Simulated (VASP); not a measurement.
# Si2Ge (P3m1) in VASP: single point with PBE

Aim: the single point of Si2Ge with PBE.

Program: VASP 6.6.1. These are calculated values, not measurements. Logs are shortened: lines on timing, memory, paths and dates and some standing lists are left out, and cuts for length are marked.

### Step 1. The cell of the first run

The structure is trigonal, space group P3m1 (No. 156). The conventional cell has a = 3.654 Å, b = 3.654 Å, c = 5.245 Å, α = 90.00°, β = 90.00°, γ = 120.00°. Si (site symmetry 3m) has 3 Si at 2.41 Å and 3 Ge at 2.63 Å within 3.2 Å. Si (site symmetry 3m) has 3 Si at 2.41 Å and 2 Ge at 2.51 to 2.74 Å within 3.2 Å. Ge (site symmetry 3m) has 5 Si at 2.51 to 2.74 Å within 3.3 Å.

### Step 2. Single point, PBE

File INCAR:

```
SYSTEM = Si2Ge
PREC     = Accurate       ! precision mode
ENCUT    = 500            ! plane-wave cutoff, eV
EDIFF    = 1E-6           ! SCF threshold, eV
ISMEAR   = 0              ! smearing method
SIGMA    = 0.2            ! smearing width, eV
LREAL    = .False.        ! projectors in reciprocal space
LASPH    = .True.         ! aspherical terms in the spheres
NELM     = 120            ! most SCF steps
ALGO     = Normal         ! electronic algorithm
ISIF     = 2              ! what is computed and relaxed
LWAVE    = .False.        ! write WAVECAR
LCHARG   = .False.        ! write CHGCAR
GGA      = PE             ! functional
NBANDS   = 18             ! bands
GGA_COMPAT= .False.
```

File KPOINTS:

```
regular mesh
0
Gamma
  6 6 4
  0 0 0
```

File POSCAR:

```
Si2Ge
1.0
    3.6535836656      0.0000000000      0.0000000000
   -1.8267918328      3.1640962693      0.0000000000
    0.0000000000      0.0000000000      5.2445188529
Si Ge
2 1
Direct
    0.6666666667      0.3333333333      0.8718121192
    0.0000000000      0.0000000000      0.0938938601
    0.0000000000      0.0000000000      0.5720460408
```

Potentials or basis: VASP PAW PBE potentials, release 64 (Si, Ge_d).

Started as:

```bash
> cat potpaw_PBE.64/Si/POTCAR potpaw_PBE.64/Ge_d/POTCAR > POTCAR
> mpirun -np 1 vasp_std > vasp.out
```

OUTCAR:

```text
SYSTEM = Si2Ge
   PREC = Accurate
   ENCUT = 500
   EDIFF = 1E-6
   ISMEAR = 0
   LREAL = .False.
   LASPH = .True.
   NELM = 120
   ISIF = 2
   GGA = PE

 ion  position               nearest neighbor table
   1  0.667  0.333  0.872-   2 2.41   2 2.41   2 2.41   3 2.63   3 2.63   3 2.63
   2  0.000  0.000  0.094-   1 2.41   1 2.41   1 2.41   3 2.51   3 2.74
   3  0.000  0.000  0.572-   2 2.51   1 2.63   1 2.63   1 2.63   2 2.74

  LATTYP: Found a hexagonal cell.
 ALAT       =     3.6535836656
 C/A-ratio  =     1.4354451226

  Lattice vectors:

 A1 = (   3.6535836656,   0.0000000000,   0.0000000000)
 A2 = (  -1.8267918328,   3.1640962693,   0.0000000000)
 A3 = (   0.0000000000,   0.0000000000,   5.2445188529)

Analysis of symmetry for initial positions (statically):
=====================================================================
 Subroutine PRICEL returns:
 Original cell was already a primitive cell.

 Routine SETGRP: Setting up the symmetry group for a
 hexagonal supercell.

 Subroutine GETGRP returns: Found  6 space group operations
 (whereof  6 operations were pure point group operations)
 out of a pool of 24 trial point group operations.

The static configuration has the point symmetry C_3v.

Analysis of symmetry for dynamics (positions and initial velocities):
=====================================================================
 Subroutine PRICEL returns:
 Original cell was already a primitive cell.

 Routine SETGRP: Setting up the symmetry group for a
 hexagonal supercell.

 Subroutine GETGRP returns: Found  6 space group operations
 (whereof  6 operations were pure point group operations)
 out of a pool of 24 trial point group operations.

The dynamic configuration has the point symmetry C_3v.

 Subroutine INISYM returns: Found  6 space group operations
 (whereof  6 operations are pure point group operations),
 and found     1 'primitive' translations

----------------------------------------------------------------------------------------

                                     Primitive cell

  volume of cell :      60.6282

  direct lattice vectors                    reciprocal lattice vectors
     3.653583666  0.000000000  0.000000000     0.273703873  0.158023005  0.000000000
    -1.826791833  3.164096269  0.000000000     0.000000000  0.316046010  0.000000000
     0.000000000  0.000000000  5.244518853     0.000000000  0.000000000  0.190675261

  length of vectors
     3.653583666  3.653583666  5.244518853     0.316046010  0.316046010  0.190675261

  position of ions in fractional coordinates (direct lattice)
     0.666666667  0.333333333  0.871812119
     0.000000000  0.000000000  0.093893860
     0.000000000  0.000000000  0.572046041

  ion indices of the primitive-cell ions
   primitive index   ion index
                 1           1
                 2           2
                 3           3

----------------------------------------------------------------------------------------

 KPOINTS: regular mesh

Automatic generation of k-mesh.
 Grid dimensions read from file:
 generate k-points for:    6    6    4

 Generating k-lattice:

  Cartesian coordinates                     Fractional coordinates (reciprocal lattice)
     0.045617312  0.026337167  0.000000000     0.166666667  0.000000000  0.000000000
     0.000000000  0.052674335  0.000000000     0.000000000  0.166666667  0.000000000
     0.000000000  0.000000000  0.047668815     0.000000000  0.000000000  0.250000000

  Length of vectors
     0.052674335  0.052674335  0.047668815

  Shift w.r.t. Gamma in fractional coordinates (k-lattice)
     0.000000000  0.000000000  0.000000000

 Subroutine IBZKPT returns following result:
 ===========================================

 Found     24 irreducible k-points:

 Following reciprocal coordinates:
            Coordinates               Weight
  0.000000  0.000000  0.000000      1.000000
  0.166667 -0.000000  0.000000      6.000000
  0.333333 -0.000000  0.000000      6.000000
  0.500000 -0.000000  0.000000      3.000000
  0.166667  0.166667  0.000000      6.000000
  0.333333  0.166667  0.000000     12.000000
[... 16 lines left out ...]
  0.333333  0.166667  0.500000     12.000000
  0.333333  0.333333  0.500000      2.000000
   k-points           NKPTS =     24   k-points in BZ     NKDIM =     24   number of bands    NBANDS=     18
   number of dos      NEDOS =    301   number of ions     NIONS =      3
   total plane-waves  NPLWV =  31360
   dimension x,y,z NGX =    28 NGY =   28 NGZ =   40
   dimension x,y,z NGXF=    56 NGYF=   56 NGZF=   80
   ions per type =               2   1
   NGX,Y,Z   is equivalent  to a cutoff of  12.74, 12.74, 12.68 a.u.
   NGXF,Y,Z  is equivalent  to a cutoff of  25.48, 25.48, 25.36 a.u.
 SYSTEM =  Si2Ge
   PREC   = accura    normal or accurate (medium, high low for compatibility)
   ISTART =      0    job   : 0-new  1-cont  2-samecut
   ICHARG =      2    charge: 1-file 2-atom 10-const
   ISPIN  =      1    spin polarized calculation?
   LNONCOLLINEAR =      F non collinear calculations
   LSORBIT =      F    spin-orbit coupling
   LASPH  =      T    aspherical Exc in radial PAW
   ENCUT  =  500.0 eV  36.75 Ry    6.06 a.u.   6.66  6.66  9.56*2*pi/ulx,y,z
   NELM   =    120;   NELMIN=  2; NELMDL= -5     # of ELM steps
   EDIFF  = 0.1E-05   stopping-criterion for ELM
   LREAL  =      F    real-space projection
[... 7 lines left out ...]
   TEBEG  =    0.0;   TEEND  =   0.0 temperature during run
   PSTRESS=    0.0 pullay stress
   NELECT =      22.0000    total number of electrons
   NUPDOWN=      -1.0000    fix difference up-down
   EMIN   =  10.00;   EMAX   =-10.00  energy-range for DOS
   EFERMI =   0.00;   METHOD = LEGACY
   ISMEAR =     0;   SIGMA  =   0.20  broadening in eV -4-tet -1-fermi 0-gaus
   EFERMI_NEDOS =   21; number of points for ismear=-14 and -15
   IALGO  =     38    algorithm
   IMIX   =      4    mixing-type and parameters
     AMIX     =   0.40;   BMIX     =  1.00
     AMIX_MAG =   1.60;   BMIX_MAG =  1.00
  volume/ion in A,a.u.               =      20.21       136.38
  Fermi-wavevector in a.u.,A,eV,Ry     =   1.167681  2.206597 18.551261  1.363479
  Thomas-Fermi vector in A             =   2.304178
   LORBIT       =      0    0 simple, 1 ext, 2 COOP (PROOUT), +10 PAW based schemes
   GGA     = PE    functional components
   LHFCALC =     F    Hartree Fock is set to
   AEXX    =    0.0000 exact exchange contribution
   IVDW    =     0    specifies the selected vdW correction
   LEPSILON=     F    determine dielectric tensor
   LRPA    =     F    only Hartree local field effects (RPA)
 non-spin polarized calculation
 Gauss-broadening in eV      SIGMA  =   0.20
  energy-cutoff  :      500.00
  volume of cell :       60.63
 maximum number of plane-waves:      1567
 NGX is ok and might be reduce to    28
   NGX = 13   NGY = 13   NGZ = 19

 number of electron      21.9999999 magnetization

 Free energy of the ion-electron system (eV)
  ---------------------------------------------------
  ext. energy  EPLUGINS =         0.00000000
  ---------------------------------------------------
  free energy    TOTEN  =       -14.19247581 eV

  energy without entropy =      -14.17629735  energy(sigma->0) =      -14.18438658

 E-fermi :   6.2918     XC(G=0):  -9.8937

 val. band max:        6.2086252700   @ k =   0.1667   0.1667   0.5000
 cond. band min:       6.3113295845   @ k =   0.1667  -0.0000   0.5000
 fundamental gap:      0.1027043144
 Fermi energy:         6.2918479125

 k-point     1 :       0.0000    0.0000    0.0000
  band No.  band energies     occupation
      1     -18.6983      2.00000
      2     -18.6828      2.00000
      3     -18.6828      2.00000
      4     -18.6727      2.00000
      5     -18.6727      2.00000
      6      -6.8074      2.00000
[... 10 lines left out ...]
     17      13.1930      0.00000
     18      13.6834      0.00000

 k-point     2 :       0.1667   -0.0000    0.0000
  band No.  band energies     occupation
      1     -18.6966      2.00000
      2     -18.6840      2.00000
      3     -18.6813      2.00000
      4     -18.6736      2.00000
      5     -18.6712      2.00000
      6      -6.4434      2.00000
[... 10 lines left out ...]
     17      12.4168      0.00000
     18      13.3290      0.00000

 k-point     3 :       0.3333   -0.0000    0.0000
  band No.  band energies     occupation
      1     -18.6944      2.00000
      2     -18.6861      2.00000
      3     -18.6801      2.00000
      4     -18.6747      2.00000
      5     -18.6664      2.00000
      6      -5.4112      2.00000
[... 10 lines left out ...]
     17      13.9886      0.00000
     18      14.6764      0.00000

 k-point     4 :       0.5000   -0.0000    0.0000
  band No.  band energies     occupation
      1     -18.6941      2.00000
      2     -18.6868      2.00000
      3     -18.6800      2.00000
      4     -18.6747      2.00000
      5     -18.6635      2.00000
      6      -4.3983      2.00000
[... 375 lines left out ...]
      4     -18.6742      2.00000
      5     -18.6684      2.00000
      6      -5.1939      2.00000
[... 10 lines left out ...]
     17      13.5200      0.00000
     18      14.0547      0.00000

 k-point    23 :       0.3333    0.1667    0.5000
  band No.  band energies     occupation
      1     -18.6913      2.00000
      2     -18.6865      2.00000
      3     -18.6812      2.00000
      4     -18.6736      2.00000
      5     -18.6657      2.00000
      6      -3.9033      2.00000
[... 10 lines left out ...]
     17      13.2110      0.00000
     18      13.7598      0.00000

 k-point    24 :       0.3333    0.3333    0.5000
  band No.  band energies     occupation
      1     -18.6892      2.00000
      2     -18.6860      2.00000
      3     -18.6830      2.00000
      4     -18.6695      2.00000
      5     -18.6693      2.00000
      6      -2.9724      2.00000
[... 10 lines left out ...]
     17      12.9640      0.00000
     18      13.0472      0.00000

------------------------ aborting loop because EDIFF is reached ----------------------------------------

  FORCE on cell =-STRESS in cart. coord.  units (eV):
  Direction    XX          YY          ZZ          XY          YZ          ZX
  --------------------------------------------------------------------------------------
  -------------------------------------------------------------------------------------
  Total        0.0046718      0.0046718     -0.0207475      0.0000000      0.0000000      0.0000000
  in kB        0.1234579      0.1234579     -0.5482793      0.0000000      0.0000000      0.0000000
  external PRESSURE =      -0.1004545 kB  Pullay stress =       0.0000000 kB

 VOLUME and BASIS-vectors are now :
 -----------------------------------------------------------------------------
  energy-cutoff  :      500.00
  volume of cell :       60.63
      direct lattice vectors                 reciprocal lattice vectors
     3.653583666  0.000000000  0.000000000     0.273703873  0.158023005  0.000000000
    -1.826791833  3.164096269  0.000000000     0.000000000  0.316046010  0.000000000
     0.000000000  0.000000000  5.244518853     0.000000000  0.000000000  0.190675261

 POSITION                                       TOTAL-FORCE (eV/Angst)
 -----------------------------------------------------------------------------------
      1.82679      1.05470      4.57224         0.000000      0.000000      0.005996
      0.00000      0.00000      0.49243         0.000000     -0.000000     -0.008439
      0.00000      0.00000      3.00011        -0.000000     -0.000000      0.002443
 -----------------------------------------------------------------------------------
    total drift:                                0.000000      0.000001      0.000866

  FREE ENERGIE OF THE ION-ELECTRON SYSTEM (eV)
  ---------------------------------------------------
  free  energy   TOTEN  =       -14.1924758071 eV

  energy  without entropy=      -14.1762973475  energy(sigma->0) =      -14.18438658
```

It took 22 s on 1 thread of Intel Xeon 6975P-C, shared host; peak memory 0.18 GiB.

What came out:

```yaml
Free_energy: -14.1925 eV
Pressure: 0.0 GPa
Largest_force: 0.008 eV/Å
Band_gap_on_the_k_mesh: zero (band 11 reaches 7.87 eV, above the bottom of band 12 at 4.61 eV)
```

Forces in eV/Å, atoms in the order of the input:
```
Si   0.000  0.000  0.006
Si   0.000  0.000 -0.008
Ge   0.000  0.000  0.002
```

Levels at points of the mesh, in eV from the Fermi level:
```csv
k point,band 7,band 8,band 9,band 10,band 11,band 12,band 13,band 14,band 15,band 16
"(0.00, 0.00, 0.00)",-7.91,-6.53,-0.99,-0.99,1.50,2.65,2.65,3.87,3.87,5.07
"(0.50, 0.00, 0.00)",-8.43,-5.56,-4.65,-2.99,-2.86,-0.54,1.11,2.14,4.70,5.24
"(0.00, 0.00, 0.50)",-10.33,-1.53,-0.65,-0.65,-0.43,1.82,2.11,2.11,3.18,3.18
"(0.50, 0.00, 0.50)",-8.50,-7.97,-4.57,-2.50,0.27,0.43,0.81,1.91,3.43,5.01
```
